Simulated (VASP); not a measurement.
**W: single point with PBEsol**

Crystal: W.

```
W
1.0
     2.80966    0.00000    0.00000
     0.00000    4.86387    0.00000
     0.00000    0.00000    4.92370
W
4
Direct
  0.79317 0.56316 0.25000
  0.20683 0.06316 0.25000
  0.20683 0.43684 0.75000
  0.79317 0.93684 0.75000
```

* Program: VASP 6.6.1
* Task: single point
* Functional: PBEsol
* Potentials or basis: VASP PAW PBE potentials, release 64 (W_sv)
* Cutoff: 520 eV
* k mesh: 8 × 5 × 5
* Occupations: fermi-dirac, width 0.1 eV
* Spin: no spin polarisation

- Pressure: -10.2 GPa
- Largest force: 0.058 eV/Å
- Band gap on the k mesh: zero (band 28 reaches 11.13 eV, above the bottom of band 29 at 9.83 eV)

Forces on the atoms (eV/Å):
```
W   -0.038 -0.043  0.000
W    0.038 -0.043  0.000
W    0.038  0.043  0.000
W   -0.038  0.043  0.000
```

Stress tensor (GPa, compression positive):
```
-10.95   0.00   0.00
  0.00  -9.75   0.00
  0.00   0.00  -9.95
```

Levels at points of the mesh, in eV from the Fermi level:
```csv
k point,band 25,band 26,band 27,band 28,band 29,band 30,band 31,band 32
"(0.00, 0.00, 0.00)",-0.44,-0.37,-0.36,-0.33,-0.29,-0.15,0.54,1.55
"(0.50, 0.00, 0.00)",-1.82,-1.75,-1.27,-1.05,0.11,0.21,0.54,2.93
```

Wall time 2.1 min on 1 thread of AMD EPYC 7R13, with other jobs on the host, peak memory 0.19 GiB.

Caveat: the PAW data sets were made with another functional, which shifts forces and pressure a little; spin-orbit coupling is left out, which moves the levels of the heavy elements.
